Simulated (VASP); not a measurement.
# Pt (Pm-3m) in VASP: notebook, part 2 of 2

VASP 6.6.1. The steps go on from the part before.

### Step 3. Single point, PBE

This run uses another cell than the first one, of 16.89 Å³/atom, 1.097 times its volume.

INCAR

```
SYSTEM = Pt
PREC = Accurate
ENCUT = 500
EDIFF = 1E-6
ISMEAR = 0
SIGMA = 0.05
LREAL = .FALSE.
LASPH = .TRUE.
NELM = 120
ALGO = Normal
ISIF = 2
LWAVE = .FALSE.
LCHARG = .FALSE.
GGA = PE
NBANDS = 11
GGA_COMPAT = .FALSE.
```

KPOINTS

```
regular mesh
0
G
  10 10 10
  0 0 0
```

POSCAR

```
Pt
1.0
    2.5656297454      0.0000000000      0.0000000000
    0.0000000000      2.5656297454      0.0000000000
    0.0000000000      0.0000000000      2.5656297454
Pt
1
Direct
    0.0000000000      0.0000000000      0.0000000000
```

Potentials or basis: VASP PAW PBE potentials, release 64 (Pt).

Run with:

```console
> cat potpaw_PBE.64/Pt/POTCAR > POTCAR
> mpirun -np 1 vasp_std > vasp.out
```

OUTCAR:

```text
SYSTEM = Pt
   PREC = Accurate
   ENCUT = 500
   EDIFF = 1E-6
   ISMEAR = 0
   LREAL = .FALSE.
   LASPH = .TRUE.
   NELM = 120
   ISIF = 2
   GGA = PE

 ion  position               nearest neighbor table
   1  0.000  0.000  0.000-

  LATTYP: Found a simple cubic cell.
 ALAT       =     2.5656297454

  Lattice vectors:

 A1 = (   2.5656297454,   0.0000000000,   0.0000000000)
 A2 = (   0.0000000000,   2.5656297454,   0.0000000000)
 A3 = (   0.0000000000,   0.0000000000,   2.5656297454)

Analysis of symmetry for initial positions (statically):
=====================================================================
 Subroutine PRICEL returns:
 Original cell was already a primitive cell.

 Routine SETGRP: Setting up the symmetry group for a
 simple cubic supercell.

 Subroutine GETGRP returns: Found 48 space group operations
 (whereof 48 operations were pure point group operations)
 out of a pool of 48 trial point group operations.

The static configuration has the point symmetry O_h .

Analysis of symmetry for dynamics (positions and initial velocities):
=====================================================================
 Subroutine PRICEL returns:
 Original cell was already a primitive cell.

 Routine SETGRP: Setting up the symmetry group for a
 simple cubic supercell.

 Subroutine GETGRP returns: Found 48 space group operations
 (whereof 48 operations were pure point group operations)
 out of a pool of 48 trial point group operations.

The dynamic configuration has the point symmetry O_h .

 Subroutine INISYM returns: Found 48 space group operations
 (whereof 48 operations are pure point group operations),
 and found     1 'primitive' translations

----------------------------------------------------------------------------------------

                                     Primitive cell

  volume of cell :      16.8881

  direct lattice vectors                    reciprocal lattice vectors
     2.565629745  0.000000000  0.000000000     0.389767854  0.000000000  0.000000000
     0.000000000  2.565629745  0.000000000     0.000000000  0.389767854  0.000000000
     0.000000000  0.000000000  2.565629745     0.000000000  0.000000000  0.389767854

  length of vectors
     2.565629745  2.565629745  2.565629745     0.389767854  0.389767854  0.389767854

  position of ions in fractional coordinates (direct lattice)
     0.000000000  0.000000000  0.000000000

  ion indices of the primitive-cell ions
   primitive index   ion index
                 1           1

----------------------------------------------------------------------------------------

 KPOINTS: regular mesh

Automatic generation of k-mesh.
 Grid dimensions read from file:
 generate k-points for:   10   10   10

 Generating k-lattice:

  Cartesian coordinates                     Fractional coordinates (reciprocal lattice)
     0.038976785  0.000000000  0.000000000     0.100000000  0.000000000  0.000000000
     0.000000000  0.038976785  0.000000000     0.000000000  0.100000000  0.000000000
     0.000000000  0.000000000  0.038976785     0.000000000  0.000000000  0.100000000

  Length of vectors
     0.038976785  0.038976785  0.038976785

  Shift w.r.t. Gamma in fractional coordinates (k-lattice)
     0.000000000  0.000000000  0.000000000

 Subroutine IBZKPT returns following result:
 ===========================================

 Found     56 irreducible k-points:

 Following reciprocal coordinates:
            Coordinates               Weight
  0.000000  0.000000  0.000000      1.000000
  0.100000  0.000000  0.000000      6.000000
  0.200000  0.000000  0.000000      6.000000
  0.300000  0.000000  0.000000      6.000000
  0.400000  0.000000  0.000000      6.000000
  0.500000  0.000000  0.000000      3.000000
[... 16 lines left out ...]
  0.200000  0.100000  0.100000     24.000000
  0.300000  0.100000  0.100000     24.000000
 [... further k-points ...]
   k-points           NKPTS =     56   k-points in BZ     NKDIM =     56   number of bands    NBANDS=     11
   number of dos      NEDOS =    301   number of ions     NIONS =      1
   total plane-waves  NPLWV =   8000
   dimension x,y,z NGX =    20 NGY =   20 NGZ =   20
   dimension x,y,z NGXF=    40 NGYF=   40 NGZF=   40
   ions per type =               1
   NGX,Y,Z   is equivalent  to a cutoff of  12.96, 12.96, 12.96 a.u.
   NGXF,Y,Z  is equivalent  to a cutoff of  25.92, 25.92, 25.92 a.u.
 SYSTEM =  Pt
   PREC   = accura    normal or accurate (medium, high low for compatibility)
   ISTART =      0    job   : 0-new  1-cont  2-samecut
   ICHARG =      2    charge: 1-file 2-atom 10-const
   ISPIN  =      1    spin polarized calculation?
   LNONCOLLINEAR =      F non collinear calculations
   LSORBIT =      F    spin-orbit coupling
   LASPH  =      T    aspherical Exc in radial PAW
   ENCUT  =  500.0 eV  36.75 Ry    6.06 a.u.   4.68  4.68  4.68*2*pi/ulx,y,z
   NELM   =    120;   NELMIN=  2; NELMDL= -5     # of ELM steps
   EDIFF  = 0.1E-05   stopping-criterion for ELM
   LREAL  =      F    real-space projection
   EDIFFG = 0.1E-04   stopping-criterion for IOM
   NSW    =      0    number of steps for IOM
   IBRION =     -1    ionic relax: 0-MD 1-quasi-New 2-CG
   NFREE  =      0    steps in history (QN), initial steepest desc. (CG)
   ISIF   =      2    stress and relaxation
   ISYM   =      2    0-nonsym 1-usesym 2-fastsym
   POTIM  = 0.5000    time-step for ionic-motion
   TEBEG  =    0.0;   TEEND  =   0.0 temperature during run
   PSTRESS=    0.0 pullay stress
   NELECT =      10.0000    total number of electrons
   NUPDOWN=      -1.0000    fix difference up-down
   EMIN   =  10.00;   EMAX   =-10.00  energy-range for DOS
   EFERMI =   0.00;   METHOD = LEGACY
   ISMEAR =     0;   SIGMA  =   0.05  broadening in eV -4-tet -1-fermi 0-gaus
   EFERMI_NEDOS =   21; number of points for ismear=-14 and -15
   IALGO  =     38    algorithm
   IMIX   =      4    mixing-type and parameters
     AMIX     =   0.40;   BMIX     =  1.00
     AMIX_MAG =   1.60;   BMIX_MAG =  1.00
  volume/ion in A,a.u.               =      16.89       113.97
  Fermi-wavevector in a.u.,A,eV,Ry     =   1.374720  2.597844 25.713031  1.889854
  Thomas-Fermi vector in A             =   2.500121
   LORBIT       =      0    0 simple, 1 ext, 2 COOP (PROOUT), +10 PAW based schemes
   GGA     = PE    functional components
   LHFCALC =     F    Hartree Fock is set to
   AEXX    =    0.0000 exact exchange contribution
   IVDW    =     0    specifies the selected vdW correction
   LEPSILON=     F    determine dielectric tensor
   LRPA    =     F    only Hartree local field effects (RPA)
 non-spin polarized calculation
 Gauss-broadening in eV      SIGMA  =   0.05
  energy-cutoff  :      500.00
  volume of cell :       16.89
 maximum number of plane-waves:       449
 NGX is ok and might be reduce to    20
   NGX =  9   NGY =  9   NGZ =  9

 number of electron      10.0000000 magnetization

 number of electron       9.9999998 magnetization

 Free energy of the ion-electron system (eV)
  ---------------------------------------------------
  ext. energy  EPLUGINS =         0.00000000
  ---------------------------------------------------
  free energy    TOTEN  =        -5.62735881 eV

  energy without entropy =       -5.62522994  energy(sigma->0) =       -5.62629437

 E-fermi :   9.3638     XC(G=0): -12.6614

 val. band max:        9.3584606276   @ k =   0.4000   0.1000   0.1000
 cond. band min:       9.3680935209   @ k =   0.1000   0.0000   0.0000
 fundamental gap:      0.0096328933
 Fermi energy:         9.3638039773

 k-point     1 :       0.0000    0.0000    0.0000
  band No.  band energies     occupation
      1       0.2861      2.00000
      2       3.0870      2.00000
      3       3.0870      2.00000
      4       9.6485      0.00000
      5       9.6485      0.00000
      6       9.6485      0.00000
      7      24.8416      0.00000
      8      24.8416      0.00000
      9      24.8416      0.00000
     10      30.9147      0.00000
     11      33.6769      0.00000
[... 309 lines left out ...]
 k-point    24 :       0.3000    0.1000    0.1000
  band No.  band energies     occupation
      1       2.7515      2.00000
      2       3.9357      2.00000
      3       5.6914      2.00000
      4       7.6413      2.00000
      5       8.0356      2.00000
      6       9.2730      1.98974
      7      18.1266      0.00000
      8      26.0855      0.00000
      9      26.6454      0.00000
     10      29.7881      0.00000
     11      33.9302      0.00000

 [... further k-points ...]

------------------------ aborting loop because EDIFF is reached ----------------------------------------

  FORCE on cell =-STRESS in cart. coord.  units (eV):
  Direction    XX          YY          ZZ          XY          YZ          ZX
  --------------------------------------------------------------------------------------
  -------------------------------------------------------------------------------------
  Total        1.5227101      1.5227101      1.5227101      0.0000000      0.0000000      0.0000000
  in kB      144.4594224    144.4594224    144.4594224      0.0000000      0.0000000      0.0000000
  external PRESSURE =     144.4594224 kB  Pullay stress =       0.0000000 kB

 VOLUME and BASIS-vectors are now :
 -----------------------------------------------------------------------------
  energy-cutoff  :      500.00
  volume of cell :       16.89
      direct lattice vectors                 reciprocal lattice vectors
     2.565629745  0.000000000  0.000000000     0.389767854  0.000000000  0.000000000
     0.000000000  2.565629745  0.000000000     0.000000000  0.389767854  0.000000000
     0.000000000  0.000000000  2.565629745     0.000000000  0.000000000  0.389767854

 POSITION                                       TOTAL-FORCE (eV/Angst)
 -----------------------------------------------------------------------------------
      0.00000      0.00000      0.00000         0.000000      0.000000      0.000000
 -----------------------------------------------------------------------------------
    total drift:                               -0.000000      0.000000      0.000000

  FREE ENERGIE OF THE ION-ELECTRON SYSTEM (eV)
  ---------------------------------------------------
  free  energy   TOTEN  =        -5.6273588101 eV

  energy  without entropy=       -5.6252299374  energy(sigma->0) =       -5.62629437
```

stdout:

```text
POSCAR found type information on POSCAR Pt
 POSCAR found :  1 types and       1 ions
 scaLAPACK will be used
 LDA part: xc-table for (Slater+PW92), standard interpolation
 POSCAR, INCAR and KPOINTS ok, starting setup
 FFT: planning ... GRIDC
 FFT: planning ... GRID_SOFT
 FFT: planning ... GRID
 WAVECAR not read
 entering main loop
```

It took 12 s on 1 thread of Intel Xeon 8259CL, shared host; peak memory 0.13 GiB.

What came out:

```
Free energy            : -5.6274 eV
Pressure               : 14.4 GPa
Band gap on the k mesh : zero (band 5 reaches 11.60 eV, above the bottom of band 6 at 8.08 eV)
```

Caveat: spin-orbit coupling is left out, which moves the levels of the heavy elements.

### Step 4. Single point, PBE

This run uses another cell than the first one, of 16.05 Å³/atom, 1.043 times its volume.

INCAR

```
PREC = Accurate
ENCUT = 500
EDIFF = 1E-6
ISMEAR = 0
SIGMA = 0.05
LREAL = False
LASPH = True
NELM = 120
ALGO = Normal
ISIF = 2
LWAVE = False
LCHARG = False
GGA = PE
NBANDS = 11
GGA_COMPAT = False
```

KPOINTS

```
Automatic mesh
0
Gamma
  10 10 10
```

POSCAR

```
Pt
1.0
    2.5227140978      0.0000000000      0.0000000000
    0.0000000000      2.5227140978      0.0000000000
    0.0000000000      0.0000000000      2.5227140978
Pt
1
Direct
    0.0000000000      0.0000000000      0.0000000000
```

Run with:

```console
> cat potpaw_PBE.64/Pt/POTCAR > POTCAR
> mpirun -np 1 vasp_std > vasp.out
```

It took 12 s on 1 thread of Intel Xeon 8259CL, shared host; peak memory 0.12 GiB.

Results (log left out):

```yaml
Free_energy: -5.5147 eV
Pressure: 29.4 GPa
Band_gap_on_the_k_mesh: zero (band 5 reaches 12.70 eV, above the bottom of band 6 at 8.86 eV)
```

Levels at points of the mesh, in eV from the Fermi level:
```tsv
k point	band 1	band 2	band 3	band 4	band 5	band 6	band 7	band 8	band 9	band 10
(0.00, 0.00, 0.00)	-9.58	-6.76	-6.76	0.33	0.33	0.33	15.75	15.75	15.75	22.12
(0.50, 0.00, 0.00)	-6.75	-6.07	-2.29	-2.29	-1.08	0.59	5.14	16.39	20.04	22.06
(0.50, 0.50, 0.00)	-7.03	-5.46	-1.80	-1.80	2.28	4.45	4.45	10.96	14.13	21.86
(0.50, 0.50, 0.50)	-5.84	-5.84	-5.84	2.45	2.45	9.47	10.73	10.73	10.73	19.13
```

Caveat: spin-orbit coupling is left out, which moves the levels of the heavy elements.

### Step 5. Summary

| cell | gap on the mesh (eV) | pressure (GPa) |
| --- | --- | --- |
| a = 2.488 Å, 1 atom | none | 44.2 |
| a = 2.566 Å, 1 atom | none | 14.4 |
| a = 2.523 Å, 1 atom | none | 29.4 |

Alike in all rows: task single point; level PBE; potentials or basis VASP PAW PBE potentials, release 64 (Pt); no spin polarisation; k mesh 10 × 10 × 10; cutoff (eV) 500; smearing gaussian 0.05 eV.

Caveats: spin-orbit coupling is left out, which moves the levels of the heavy elements.

Total energies depend on the potentials used, so only differences within one code and one set of settings carry meaning.
